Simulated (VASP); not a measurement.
# AlN (P6_3mc) in VASP: notebook

Runs on AlN. Level: LDA. Tasks: single point.

Everything below comes from runs of VASP 6.6.1. Logs are shortened: lines on timing, memory, paths and dates and some standing lists are left out, and cuts for length are marked.

**1. The cell of the first run**

It takes space group P6_3mc (No. 186, hexagonal). The conventional cell has a = 3.194 Å, b = 3.194 Å, c = 3.998 Å, α = 90.00°, β = 90.00°, γ = 120.00°. Within 2.3 Å of Al (site symmetry 3m) lie 5 N at 1.74 to 2.26 Å. N (site symmetry 3m) has 5 Al at 1.74 to 2.26 Å within 2.3 Å.

**2. Single point, LDA**

Input file INCAR:

```
PREC = Accurate
ENCUT = 520
EDIFF = 1E-6
ISMEAR = 0
SIGMA = 0.05
LREAL = F
LASPH = T
NELM = 60
ALGO = Normal
ISIF = 2
LWAVE = F
LCHARG = F
NBANDS = 16
```

Input file KPOINTS:

```
Automatic mesh
0
Gamma
  9 9 6
```

Input file POSCAR:

```
AlN
1.0
    3.1939629070      0.0000000000      0.0000000000
   -1.5969814535      2.7660530162      0.0000000000
    0.0000000000      0.0000000000      3.9981702366
Al N
2 2
Direct
    0.3333333333      0.6666666667      0.7718758780
    0.6666666667      0.3333333333      0.2718758780
    0.3333333333      0.6666666667      0.2078607238
    0.6666666667      0.3333333333      0.7078607238
```

Potentials or basis: VASP PAW LDA potentials, release 64 (Al, N).

Launch:

```console
$ cat potpaw_LDA.64/Al/POTCAR potpaw_LDA.64/N/POTCAR > POTCAR
$ mpirun -np 1 vasp_std > vasp.out
```

OUTCAR:

```text
PREC = Accurate
   ENCUT = 520
   EDIFF = 1E-6
   ISMEAR = 0
   LREAL = F
   LASPH = T
   NELM = 60
   ISIF = 2

 ion  position               nearest neighbor table
   1  0.333  0.667  0.772-   3 1.74   4 1.86   4 1.86   4 1.86   3 2.26   2 2.72   2 2.72   2 2.72
                             2 2.72   2 2.72   2 2.72
   2  0.667  0.333  0.272-   4 1.74   3 1.86   3 1.86   3 1.86   4 2.26   1 2.72   1 2.72   1 2.72
                             1 2.72   1 2.72   1 2.72
   3  0.333  0.667  0.208-   1 1.74   2 1.86   2 1.86   2 1.86   1 2.26
   4  0.667  0.333  0.708-   2 1.74   1 1.86   1 1.86   1 1.86   2 2.26

  LATTYP: Found a hexagonal cell.
 ALAT       =     3.1939629070
 C/A-ratio  =     1.2517898150

  Lattice vectors:

 A1 = (   3.1939629070,   0.0000000000,   0.0000000000)
 A2 = (  -1.5969814535,   2.7660530162,   0.0000000000)
 A3 = (   0.0000000000,   0.0000000000,   3.9981702366)

Analysis of symmetry for initial positions (statically):
=====================================================================
 Subroutine PRICEL returns:
 Original cell was already a primitive cell.

 Routine SETGRP: Setting up the symmetry group for a
 hexagonal supercell.

 Subroutine GETGRP returns: Found 12 space group operations
 (whereof  6 operations were pure point group operations)
 out of a pool of 24 trial point group operations.

The static configuration has the point symmetry C_3v.
 The point group associated with its full space group is C_6v.

Analysis of symmetry for dynamics (positions and initial velocities):
=====================================================================
 Subroutine PRICEL returns:
 Original cell was already a primitive cell.

 Routine SETGRP: Setting up the symmetry group for a
 hexagonal supercell.

 Subroutine GETGRP returns: Found 12 space group operations
 (whereof  6 operations were pure point group operations)
 out of a pool of 24 trial point group operations.

The dynamic configuration has the point symmetry C_3v.
 The point group associated with its full space group is C_6v.

 Subroutine INISYM returns: Found 12 space group operations
 (whereof  6 operations are pure point group operations),
 and found     1 'primitive' translations

----------------------------------------------------------------------------------------

                                     Primitive cell

  volume of cell :      35.3225

  direct lattice vectors                    reciprocal lattice vectors
     3.193962907  0.000000000  0.000000000     0.313090674  0.180762985  0.000000000
    -1.596981453  2.766053016  0.000000000     0.000000000  0.361525970  0.000000000
     0.000000000  0.000000000  3.998170237     0.000000000  0.000000000  0.250114413

  length of vectors
     3.193962907  3.193962907  3.998170237     0.361525970  0.361525970  0.250114413

  position of ions in fractional coordinates (direct lattice)
     0.333333333  0.666666667  0.771875878
     0.666666667  0.333333333  0.271875878
     0.333333333  0.666666667  0.207860724
     0.666666667  0.333333333  0.707860724

  ion indices of the primitive-cell ions
   primitive index   ion index
                 1           1
                 2           2
                 3           3
                 4           4

----------------------------------------------------------------------------------------

 KPOINTS: Automatic mesh

Automatic generation of k-mesh.
 Grid dimensions read from file:
 generate k-points for:    9    9    6

 Generating k-lattice:

  Cartesian coordinates                     Fractional coordinates (reciprocal lattice)
     0.034787853  0.020084776  0.000000000     0.111111111  0.000000000  0.000000000
     0.000000000  0.040169552  0.000000000     0.000000000  0.111111111  0.000000000
     0.000000000  0.000000000  0.041685735     0.000000000  0.000000000  0.166666667

  Length of vectors
     0.040169552  0.040169552  0.041685735

  Shift w.r.t. Gamma in fractional coordinates (k-lattice)
     0.000000000  0.000000000  0.000000000

 Subroutine IBZKPT returns following result:
 ===========================================

 Found     48 irreducible k-points:

 Following reciprocal coordinates:
            Coordinates               Weight
  0.000000  0.000000  0.000000      1.000000
  0.111111  0.000000  0.000000      6.000000
  0.222222 -0.000000  0.000000      6.000000
  0.333333 -0.000000  0.000000      6.000000
  0.444444 -0.000000  0.000000      6.000000
  0.111111  0.111111  0.000000      6.000000
[... 16 lines left out ...]
  0.333333  0.222222  0.166667     24.000000
  0.333333  0.333333  0.166667      4.000000
 [... further k-points ...]
   k-points           NKPTS =     48   k-points in BZ     NKDIM =     48   number of bands    NBANDS=     16
   number of dos      NEDOS =    301   number of ions     NIONS =      4
   total plane-waves  NPLWV =  17280
   dimension x,y,z NGX =    24 NGY =   24 NGZ =   30
   dimension x,y,z NGXF=    48 NGYF=   48 NGZF=   60
   ions per type =               2   2
   NGX,Y,Z   is equivalent  to a cutoff of  12.49, 12.49, 12.47 a.u.
   NGXF,Y,Z  is equivalent  to a cutoff of  24.98, 24.98, 24.95 a.u.
 SYSTEM =  unknown system
   PREC   = accura    normal or accurate (medium, high low for compatibility)
   ISTART =      0    job   : 0-new  1-cont  2-samecut
   ICHARG =      2    charge: 1-file 2-atom 10-const
   ISPIN  =      1    spin polarized calculation?
   LNONCOLLINEAR =      F non collinear calculations
   LSORBIT =      F    spin-orbit coupling
   LASPH  =      T    aspherical Exc in radial PAW
   ENCUT  =  520.0 eV  38.22 Ry    6.18 a.u.   5.94  5.94  7.43*2*pi/ulx,y,z
   NELM   =     60;   NELMIN=  2; NELMDL= -5     # of ELM steps
   EDIFF  = 0.1E-05   stopping-criterion for ELM
   LREAL  =      F    real-space projection
   EDIFFG = 0.1E-04   stopping-criterion for IOM
   NSW    =      0    number of steps for IOM
   IBRION =     -1    ionic relax: 0-MD 1-quasi-New 2-CG
   NFREE  =      0    steps in history (QN), initial steepest desc. (CG)
   ISIF   =      2    stress and relaxation
   ISYM   =      2    0-nonsym 1-usesym 2-fastsym
   POTIM  = 0.5000    time-step for ionic-motion
   TEBEG  =    0.0;   TEEND  =   0.0 temperature during run
   PSTRESS=    0.0 pullay stress
   NELECT =      16.0000    total number of electrons
   NUPDOWN=      -1.0000    fix difference up-down
   EMIN   =  10.00;   EMAX   =-10.00  energy-range for DOS
   EFERMI =   0.00;   METHOD = LEGACY
   ISMEAR =     0;   SIGMA  =   0.05  broadening in eV -4-tet -1-fermi 0-gaus
   EFERMI_NEDOS =   21; number of points for ismear=-14 and -15
   IALGO  =     38    algorithm
   IMIX   =      4    mixing-type and parameters
     AMIX     =   0.40;   BMIX     =  1.00
     AMIX_MAG =   1.60;   BMIX_MAG =  1.00
  volume/ion in A,a.u.               =       8.83        59.59
  Fermi-wavevector in a.u.,A,eV,Ry     =   1.257277  2.375909 21.507345  1.580745
  Thomas-Fermi vector in A             =   2.390944
   LORBIT       =      0    0 simple, 1 ext, 2 COOP (PROOUT), +10 PAW based schemes
   GGA     = CA    functional components
   LHFCALC =     F    Hartree Fock is set to
   AEXX    =    0.0000 exact exchange contribution
   IVDW    =     0    specifies the selected vdW correction
   LEPSILON=     F    determine dielectric tensor
   LRPA    =     F    only Hartree local field effects (RPA)
 non-spin polarized calculation
 Gauss-broadening in eV      SIGMA  =   0.05
  energy-cutoff  :      520.00
  volume of cell :       35.32
 maximum number of plane-waves:       966
 NGX is ok and might be reduce to    24
   NGX = 11   NGY = 11   NGZ = 15

 number of electron      15.9999997 magnetization

 Free energy of the ion-electron system (eV)
  ---------------------------------------------------
  ext. energy  EPLUGINS =         0.00000000
  ---------------------------------------------------
  free energy    TOTEN  =       -31.80516184 eV

  energy without entropy =      -31.80516184  energy(sigma->0) =      -31.80516184

 E-fermi :   8.9797     XC(G=0): -11.9992

 val. band max:        8.6827850086   @ k =   0.0000   0.0000   0.0000
 cond. band min:      13.0337656665   @ k =   0.4444  -0.0000   0.0000
 fundamental gap:      4.3509806579
 Fermi energy:         8.9797005458

 k-point     1 :       0.0000    0.0000    0.0000
  band No.  band energies     occupation
      1      -8.5436      2.00000
      2      -4.2595      2.00000
      3       1.5778      2.00000
      4       5.4485      2.00000
      5       5.4485      2.00000
      6       7.2323      2.00000
[... 8 lines left out ...]
     15      21.3905      0.00000
     16      21.4214      0.00000

 k-point     2 :       0.1111    0.0000    0.0000
  band No.  band energies     occupation
      1      -8.3840      2.00000
      2      -4.2551      2.00000
      3       1.7374      2.00000
      4       4.9110      2.00000
      5       5.2206      2.00000
      6       6.7312      2.00000
[... 8 lines left out ...]
     15      20.8773      0.00000
     16      21.6128      0.00000

 k-point     3 :       0.2222   -0.0000    0.0000
  band No.  band energies     occupation
      1      -7.9244      2.00000
      2      -4.2971      2.00000
      3       2.1922      2.00000
      4       3.7572      2.00000
      5       4.7652      2.00000
      6       5.8100      2.00000
[... 8 lines left out ...]
     15      20.1419      0.00000
     16      22.1265      0.00000

 k-point     4 :       0.3333   -0.0000    0.0000
  band No.  band energies     occupation
      1      -7.2351      2.00000
      2      -4.5230      2.00000
      3       2.5264      2.00000
      4       3.0779      2.00000
      5       4.3586      2.00000
      6       4.9890      2.00000
[... 8 lines left out ...]
     15      21.0355      0.00000
     16      22.8517      0.00000
[... 324 lines left out ...]
 k-point    22 :       0.2222    0.2222    0.1667
  band No.  band energies     occupation
      1      -6.7031      2.00000
      2      -4.7856      2.00000
      3       2.2409      2.00000
      4       2.5403      2.00000
      5       4.4557      2.00000
      6       5.0157      2.00000
[... 8 lines left out ...]
     15      21.7847      0.00000
     16      23.3526      0.00000

 k-point    23 :       0.3333    0.2222    0.1667
  band No.  band energies     occupation
      1      -6.0540      2.00000
      2      -5.1125      2.00000
      3       1.8330      2.00000
      4       2.7416      2.00000
      5       3.6050      2.00000
      6       5.5674      2.00000
[... 8 lines left out ...]
     15      21.7301      0.00000
     16      23.5951      0.00000

 k-point    24 :       0.3333    0.3333    0.1667
  band No.  band energies     occupation
      1      -5.5203      2.00000
      2      -5.5203      2.00000
      3       1.7632      2.00000
      4       3.0391      2.00000
      5       3.0391      2.00000
      6       5.7135      2.00000
[... 8 lines left out ...]
     15      20.9812      0.00000
     16      23.3523      0.00000

 [... further k-points ...]
[... 5 lines left out ...]
  --------------------------------------------------------------------------------------
  -------------------------------------------------------------------------------------
  Total        3.4419107      3.4419107     13.3845853      0.0000000      0.0000000      0.0000000
  in kB      156.1199966    156.1199966    607.1050599      0.0000000      0.0000000      0.0000000
  external PRESSURE =     306.4483510 kB  Pullay stress =       0.0000000 kB

 VOLUME and BASIS-vectors are now :
 -----------------------------------------------------------------------------
  energy-cutoff  :      520.00
  volume of cell :       35.32
      direct lattice vectors                 reciprocal lattice vectors
     3.193962907  0.000000000  0.000000000     0.313090674  0.180762985  0.000000000
    -1.596981453  2.766053016  0.000000000     0.000000000  0.361525970  0.000000000
     0.000000000  0.000000000  3.998170237     0.000000000  0.000000000  0.250114413

 POSITION                                       TOTAL-FORCE (eV/Angst)
 -----------------------------------------------------------------------------------
     -0.00000      1.84404      3.08609        -0.000000      0.000000     -2.593484
      1.59698      0.92202      1.08701         0.000000      0.000000     -2.593484
     -0.00000      1.84404      0.83106         0.000000      0.000000      2.593484
      1.59698      0.92202      2.83015        -0.000000     -0.000000      2.593484
 -----------------------------------------------------------------------------------
    total drift:                               -0.000000     -0.000000     -0.000582

  FREE ENERGIE OF THE ION-ELECTRON SYSTEM (eV)
  ---------------------------------------------------
  free  energy   TOTEN  =       -31.8051618394 eV

  energy  without entropy=      -31.8051618394  energy(sigma->0) =      -31.80516184
```

Run time: 6.7 s. Hardware: 1 thread of Intel Xeon 6975P-C (Granite Rapids), shared host; peak memory 0.13 GiB.

What came out:

| Item | Value |
| --- | --- |
| Free energy | -31.8052 eV |
| Pressure | 30.6 GPa |
| Largest force | 2.593 eV/Å |
| Band gap on the k mesh | 4.35 eV, indirect (least direct gap 4.45 eV) |

Forces on the atoms (eV/Å):
```
Al   0.000  0.000 -2.593
Al   0.000  0.000 -2.593
N    0.000  0.000  2.593
N    0.000  0.000  2.593
```

Levels at points of the mesh, in eV from the valence-band top:
| k point | band 5 | band 6 | band 7 | band 8 | band 9 | band 10 | band 11 | band 12 |
| --- | --- | --- | --- | --- | --- | --- | --- | --- |
| (0.00, 0.00, 0.00) | -3.23 | -1.45 | -1.45 | 0.00 | 4.45 | 5.39 | 9.00 | 9.00 |
| (0.00, 0.00, 0.50) | -2.39 | -2.39 | -2.39 | -2.39 | 6.43 | 6.43 | 9.15 | 9.15 |

Caveat: forces of over 1 eV/Å act on the atoms, so gaps and moduli don't describe the material at rest.

**3. Single point, LDA**

This run uses another cell than the first one, of 9.06 Å³/atom, 1.026 times its volume.

Input file INCAR:

```
SYSTEM = AlN
PREC = Accurate ; ENCUT = 520
EDIFF = 1E-7 ; ISMEAR = 0
SIGMA = 0.05 ; LREAL = .FALSE.
LASPH = .TRUE. ; NELM = 80
ALGO = Normal ; ISIF = 2
LWAVE = .FALSE. ; LCHARG = .TRUE.
GGA = CA ; LELF = .TRUE.
LVHAR = .TRUE. ; NBANDS = 16
```

Input file KPOINTS:

```
regular mesh
0
G
  9 9 6
  0 0 0
```

Input file POSCAR:

```
AlN
1.0
    3.2211525400      0.0000000000      0.0000000000
   -1.6105762700      2.7895999291      0.0000000000
    0.0000000000      0.0000000000      4.0322059422
Al N
2 2
Direct
    0.3333333333      0.6666666667      0.7664069085
    0.6666666667      0.3333333333      0.2664069085
    0.3333333333      0.6666666667      0.2183955428
    0.6666666667      0.3333333333      0.7183955428
```

Potentials or basis: VASP PAW LDA potentials, release 64 (Al, N).

Launch:

```console
$ cat potpaw_LDA.64/Al/POTCAR potpaw_LDA.64/N/POTCAR > POTCAR
$ mpirun -np 1 vasp_std > vasp.out
```

OUTCAR:

```text
SYSTEM = AlN
   PREC = Accurate
   ENCUT = 520
   EDIFF = 1E-7
   ISMEAR = 0
   LREAL = .FALSE.
   LASPH = .TRUE.
   NELM = 80
   ISIF = 2
   GGA = CA

 ion  position               nearest neighbor table
   1  0.333  0.667  0.766-   3 1.82   4 1.87   4 1.87   4 1.87   3 2.21   2 2.74   2 2.74   2 2.74
                             2 2.74   2 2.74   2 2.74
   2  0.667  0.333  0.266-   4 1.82   3 1.87   3 1.87   3 1.87   4 2.21   1 2.74   1 2.74   1 2.74
                             1 2.74   1 2.74   1 2.74
   3  0.333  0.667  0.218-   1 1.82   2 1.87   2 1.87   2 1.87   1 2.21
   4  0.667  0.333  0.718-   2 1.82   1 1.87   1 1.87   1 1.87   2 2.21

  LATTYP: Found a hexagonal cell.
 ALAT       =     3.2211525400
 C/A-ratio  =     1.2517898150

  Lattice vectors:

 A1 = (   3.2211525400,   0.0000000000,   0.0000000000)
 A2 = (  -1.6105762700,   2.7895999291,   0.0000000000)
 A3 = (   0.0000000000,   0.0000000000,   4.0322059422)

Analysis of symmetry for initial positions (statically):
=====================================================================
 Subroutine PRICEL returns:
 Original cell was already a primitive cell.

 Routine SETGRP: Setting up the symmetry group for a
 hexagonal supercell.

[... 171 lines left out ...]
  energy without entropy =      -32.18999582  energy(sigma->0) =      -32.18999582

 E-fermi :   8.7491     XC(G=0): -11.8927

 val. band max:        8.5239190864   @ k =   0.0000   0.0000   0.0000
 cond. band min:      12.6812225020   @ k =   0.0000   0.0000   0.0000
 fundamental gap:      4.1573034157
 Fermi energy:         8.7491373864

 k-point     1 :       0.0000    0.0000    0.0000
  band No.  band energies     occupation
      1      -8.6305      2.00000
      2      -4.4298      2.00000
      3       1.3697      2.00000
      4       5.2065      2.00000
      5       5.2065      2.00000
      6       6.9903      2.00000
[... 433 lines left out ...]
      3       1.6219      2.00000
      4       2.8466      2.00000
      5       2.8466      2.00000
      6       5.5079      2.00000
[... 8 lines left out ...]
     15      20.4738      0.00000
     16      22.7418      0.00000

 [... further k-points ...]
[... 5 lines left out ...]
  --------------------------------------------------------------------------------------
  -------------------------------------------------------------------------------------
  Total        2.4565204      2.4565204      7.5448559      0.0000000      0.0000000      0.0000000
  in kB      108.6263106    108.6263106    333.6303946      0.0000000      0.0000000      0.0000000
  external PRESSURE =     183.6276719 kB  Pullay stress =       0.0000000 kB

 VOLUME and BASIS-vectors are now :
 -----------------------------------------------------------------------------
  energy-cutoff  :      520.00
  volume of cell :       36.23
      direct lattice vectors                 reciprocal lattice vectors
     3.221152540  0.000000000  0.000000000     0.310447887  0.179237171  0.000000000
    -1.610576270  2.789599929  0.000000000     0.000000000  0.358474342  0.000000000
     0.000000000  0.000000000  4.032205942     0.000000000  0.000000000  0.248003206

 POSITION                                       TOTAL-FORCE (eV/Angst)
 -----------------------------------------------------------------------------------
     -0.00000      1.85973      3.09031        -0.000000      0.000000     -1.347034
      1.61058      0.92987      1.07421         0.000000      0.000000     -1.347034
     -0.00000      1.85973      0.88062         0.000000     -0.000000      1.347034
      1.61058      0.92987      2.89672         0.000000     -0.000000      1.347034
 -----------------------------------------------------------------------------------
    total drift:                               -0.000000     -0.000000      0.000471

  FREE ENERGIE OF THE ION-ELECTRON SYSTEM (eV)
  ---------------------------------------------------
  free  energy   TOTEN  =       -32.1899958152 eV

  energy  without entropy=      -32.1899958152  energy(sigma->0) =      -32.18999582
```

Wall time 7.3 s (1 thread of Intel Xeon 6975P-C (Granite Rapids), shared host); peak memory 0.14 GiB.

What came out:

* Free energy: -32.1900 eV
* Pressure: 18.4 GPa
* Largest force: 1.347 eV/Å
* Band gap on the k mesh: 4.16 eV, direct

Forces in eV/Å, atoms in the order of the input:
```
Al   0.000  0.000 -1.347
Al   0.000  0.000 -1.347
N    0.000  0.000  1.347
N    0.000  0.000  1.347
```

Stress tensor (GPa, compression positive):
```
10.86  0.00  0.00
 0.00 10.86  0.00
 0.00  0.00 33.36
```

Levels at points of the mesh, in eV from the valence-band top:
| k point | band 6 | band 7 | band 8 | band 9 | band 10 | band 11 |
| --- | --- | --- | --- | --- | --- | --- |
| (0.00, 0.00, 0.00) | -1.53 | -1.53 | 0.00 | 4.16 | 5.12 | 8.73 |
| (0.00, 0.00, 0.50) | -2.47 | -2.47 | -2.47 | 6.23 | 6.23 | 8.87 |

Caveat: forces of over 1 eV/Å act on the atoms, so gaps and moduli don't describe the material at rest.

(Part 1 of 2 ends here.)
